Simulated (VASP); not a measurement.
# NaF in VASP: further runs, part 2 of 2

VASP 6.6.1.

### 4 Single point, PBE (strain along [111] +3.0%)

File INCAR:

```
PREC     = Accurate       # precision mode
ENCUT    = 520            # plane-wave cutoff, eV
EDIFF    = 1E-7           # SCF threshold, eV
ISMEAR   = 0              # smearing method
SIGMA    = 0.01           # smearing width, eV
LREAL    = F              # projectors in reciprocal space
LASPH    = T              # aspherical terms in the spheres
NELM     = 60             # most SCF steps
ALGO     = Normal         # electronic algorithm
ISIF     = 2              # what is computed and relaxed
LWAVE    = F              # write WAVECAR
LCHARG   = F              # write CHGCAR
GGA      = PE             # functional
NBANDS   = 14             # bands
```

File KPOINTS:

```
Automatic mesh
0
Gamma
  6 6 6
```

File POSCAR:

```
NaF
1.0
    0.0459433617      2.3431114458      2.3431114458
    2.3431114458      0.0459433617      2.3431114458
    2.3431114458      2.3431114458      0.0459433617
Na F
1 1
Direct
    0.0000000000      0.0000000000      0.0000000000
    0.5000000000      0.5000000000      0.5000000000
```

On the command line:

```sh
> cat potpaw_PBE.64/Na_pv/POTCAR potpaw_PBE.64/F/POTCAR > POTCAR
> mpirun -np 1 vasp_std > vasp.out
```

Wall time 5.7 s (1 thread of Intel Xeon 6975P-C (Granite Rapids), shared host); peak memory 0.15 GiB.

The run converged. Its results:

- Free energy: -8.5603 eV
- Pressure: 1.8 GPa
- Band gap on the k mesh: 6.25 eV, direct

Stress tensor (GPa, compression positive):
```
 1.81 -0.56 -0.56
-0.56  1.81 -0.56
-0.56 -0.56  1.81
```

Levels at points of the mesh, in eV from the valence-band top:
```tsv
k point	band 5	band 6	band 7	band 8	band 9	band 10
(0.00, 0.00, 0.00)	-0.08	0.00	0.00	6.25	18.46	19.16
(0.50, 0.00, 0.00)	-1.60	-0.33	-0.27	10.73	12.49	19.76
(0.50, 0.50, 0.00)	-1.30	-0.47	-0.39	13.09	13.22	13.58
(0.50, 0.50, 0.50)	-1.63	-0.23	-0.23	10.72	12.15	20.36
```

Caveat: the cell differs from its parent crystal (strain along [111] +3.0%).

### 5 Single point, PBE (epitaxial xy strain +1.0%)

File INCAR:

```
PREC = Accurate
ENCUT = 520
EDIFF = 1E-6
ISMEAR = -1
SIGMA = 0.02
LREAL = False
LASPH = True
NELM = 80
ALGO = Normal
ISIF = 2
LWAVE = False
LCHARG = False
GGA = PE
NBANDS = 14
```

File KPOINTS:

```
regular mesh
0
Gamma
  10 10 10
```

File POSCAR:

```
NaF
1.0
    0.0000000000      2.3201397650      2.2887504660
    2.3201397650      0.0000000000      2.2887504660
    2.3201397650      2.3201397650      0.0000000000
Na F
1 1
Direct
    0.0000000000      0.0000000000      0.0000000000
    0.5000000000      0.5000000000      0.5000000000
```

Potentials or basis: VASP PAW PBE potentials, release 64 (Na_pv, F).

On the command line:

```sh
> cat potpaw_PBE.64/Na_pv/POTCAR potpaw_PBE.64/F/POTCAR > POTCAR
> mpirun -np 1 vasp_std > vasp.out
```

OUTCAR:

```text
PREC = Accurate
   ENCUT = 520
   EDIFF = 1E-6
   ISMEAR = -1
   LREAL = False
   LASPH = True
   NELM = 80
   ISIF = 2
   GGA = PE

 ion  position               nearest neighbor table
   1  0.000  0.000  0.000-   2 2.29   2 2.29   2 2.32   2 2.32   2 2.32   2 2.32
   2  0.500  0.500  0.500-   1 2.29   1 2.29   1 2.32   1 2.32   1 2.32   1 2.32

  LATTYP: Found a body centered tetragonal cell.
 ALAT       =     3.2811731223
 C/A-ratio  =     1.3950805890

  Lattice vectors:

 A1 = (   0.0000000000,  -2.3201397650,  -2.2887504660)
 A2 = (   0.0000000000,   2.3201397650,  -2.2887504660)
 A3 = (   2.3201397650,   0.0000000000,   2.2887504660)

Analysis of symmetry for initial positions (statically):
=====================================================================
 Subroutine PRICEL returns:
 Original cell was already a primitive cell.

 Routine SETGRP: Setting up the symmetry group for a
 body centered tetragonal supercell.

 Subroutine GETGRP returns: Found 16 space group operations
 (whereof 16 operations were pure point group operations)
 out of a pool of 16 trial point group operations.

The static configuration has the point symmetry D_4h.
[... 174 lines left out ...]
      6      -2.0424      2.00000
      7      -2.0424      2.00000
      8       4.3082      0.00000
      9      16.9723      0.00000
     10      16.9723      0.00000
     11      17.0681      0.00000
     12      19.8859      0.00000
     13      21.8748      0.00000
     14      22.2731      0.00000
[... 377 lines left out ...]
      1     -21.4970      2.00000
      2     -21.0101      2.00000
      3     -21.0046      2.00000
      4     -20.5635      2.00000
      5      -3.2272      2.00000
      6      -2.4382      2.00000
      7      -2.3850      2.00000
      8       8.6427      0.00000
      9      11.7749      0.00000
     10      14.9214      0.00000
     11      17.6009      0.00000
     12      17.6209      0.00000
     13      23.5633      0.00000
     14      24.6002      0.00000

 [... further k-points ...]

------------------------ aborting loop because EDIFF is reached ----------------------------------------

  FORCE on cell =-STRESS in cart. coord.  units (eV):
  Direction    XX          YY          ZZ          XY          YZ          ZX
  --------------------------------------------------------------------------------------
  -------------------------------------------------------------------------------------
  Total        0.3271194      0.3271194      0.5287272      0.0000000      0.0000000      0.0000000
  in kB       21.2696429     21.2696429     34.3783902      0.0000000      0.0000000      0.0000000
  external PRESSURE =      25.6392253 kB  Pullay stress =       0.0000000 kB

 VOLUME and BASIS-vectors are now :
 -----------------------------------------------------------------------------
  energy-cutoff  :      520.00
  volume of cell :       24.64
      direct lattice vectors                 reciprocal lattice vectors
     0.000000000  2.320139765  2.288750466    -0.215504259  0.215504259  0.218459814
     2.320139765  0.000000000  2.288750466     0.215504259 -0.215504259  0.218459814
     2.320139765  2.320139765  0.000000000     0.215504259  0.215504259 -0.218459814

 POSITION                                       TOTAL-FORCE (eV/Angst)
 -----------------------------------------------------------------------------------
      0.00000      0.00000      0.00000        -0.000000      0.000000     -0.000000
      2.32014      2.32014      2.28875         0.000000     -0.000000      0.000000
 -----------------------------------------------------------------------------------
    total drift:                                0.000000     -0.000000      0.000000

  FREE ENERGIE OF THE ION-ELECTRON SYSTEM (eV)
  ---------------------------------------------------
  free  energy   TOTEN  =        -8.5568180590 eV

  energy  without entropy=       -8.5568180590  energy(sigma->0) =       -8.55681806
```

stdout:

```text
POSCAR found type information on POSCAR NaF
 POSCAR found :  2 types and       2 ions
 scaLAPACK will be used
 LDA part: xc-table for (Slater+PW92), standard interpolation
 POSCAR, INCAR and KPOINTS ok, starting setup
 FFT: planning ... GRIDC
 FFT: planning ... GRID_SOFT
 FFT: planning ... GRID
 WAVECAR not read
 entering main loop
```

Wall time 7.7 s (1 thread of Intel Xeon 6975P-C (Granite Rapids), shared host); peak memory 0.15 GiB.

What came out:

| Item | Value |
| --- | --- |
| Free energy | -8.5568 eV |
| Pressure | 2.6 GPa |
| Band gap on the k mesh | 6.35 eV, direct |

Stress tensor (GPa, compression positive):
```
2.13 0.00 0.00
0.00 2.13 0.00
0.00 0.00 3.44
```

Caveat: the cell differs from its parent crystal (epitaxial xy strain +1.0%).

### 6 Single point, PBE (epitaxial xy strain +2.5%)

File INCAR:

```
SYSTEM = NaF
  PREC = Accurate
  ENCUT = 520
  EDIFF = 1E-6
  ISMEAR = -1
  SIGMA = 0.02
  LREAL = .FALSE.
  LASPH = .TRUE.
  NELM = 80
  ALGO = Normal
  ISIF = 2
  LWAVE = .FALSE.
  LCHARG = .FALSE.
  GGA = PE
  NBANDS = 14
```

File KPOINTS:

```
regular mesh
0
G
  10 10 10
  0 0 0
```

File POSCAR:

```
NaF
1.0
    0.0000000000      2.3545972863      2.2765596681
    2.3545972863      0.0000000000      2.2765596681
    2.3545972863      2.3545972863      0.0000000000
Na F
1 1
Direct
    0.0000000000      0.0000000000      0.0000000000
    0.5000000000      0.5000000000      0.5000000000
```

Potentials or basis: VASP PAW PBE potentials, release 64 (Na_pv, F).

On the command line:

```sh
> cat potpaw_PBE.64/Na_pv/POTCAR potpaw_PBE.64/F/POTCAR > POTCAR
> mpirun -np 1 vasp_std > vasp.out
```

Wall time 9.3 s (1 thread of Intel Xeon 6975P-C (Granite Rapids), shared host); peak memory 0.16 GiB.

It converged, with:

```yaml
Free_energy: -8.5607 eV
Pressure: 1.4 GPa
Band_gap_on_the_k_mesh: 6.22 eV, direct
```

Stress tensor (GPa, compression positive):
```
0.38 0.00 0.00
0.00 0.38 0.00
0.00 0.00 3.35
```

Levels at points of the mesh, in eV from the valence-band top:
```tsv
k point	band 5	band 6	band 7	band 8	band 9	band 10
(0.00, 0.00, 0.00)	0.00	0.00	0.00	6.22	18.80	18.80
(0.50, 0.00, 0.00)	-1.56	-0.26	-0.24	10.69	12.34	19.64
(0.50, 0.50, 0.00)	-1.21	-0.43	-0.43	13.04	13.34	13.56
(0.50, 0.00, 0.50)	-1.27	-0.40	-0.36	12.88	13.37	13.41
```

Caveat: the cell differs from its parent crystal (epitaxial xy strain +2.5%). A k mesh can miss the band edges.

### 7 Summary

| cell | k mesh | smearing | gap on the mesh (eV) | pressure (GPa) |
| --- | --- | --- | --- | --- |
| a = 3.249, b = 3.331, c = 3.331 Å, angles 58.4, 60.8, 60.8°, 2 atoms | 6 × 6 × 6 | gaussian 0.01 eV | 6.17 | 1.1 |
| a = 3.331, b = 3.331, c = 3.249 Å, angles 60.8, 60.8, 58.4°, 2 atoms | 6 × 6 × 6 | gaussian 0.01 eV | 6.17 | 1.1 |
| a = 3.314 Å, angles 58.7°, 2 atoms | 6 × 6 × 6 | gaussian 0.01 eV | 6.25 | 1.8 |
| a = 3.259, b = 3.259, c = 3.281 Å, angles 59.8, 59.8, 60.4°, 2 atoms | 10 × 10 × 10 | fermi-dirac 0.02 eV | 6.35 | 2.6 |
| a = 3.275, b = 3.275, c = 3.330 Å, angles 59.4, 59.4, 61.1°, 2 atoms | 10 × 10 × 10 | fermi-dirac 0.02 eV | 6.22 | 1.4 |

Alike in all rows: task single point; level PBE; potentials or basis VASP PAW PBE potentials, release 64 (Na_pv, F); no spin polarisation; cutoff (eV) 520.

Total energies depend on the potentials used, so only differences within one code and one set of settings carry meaning.
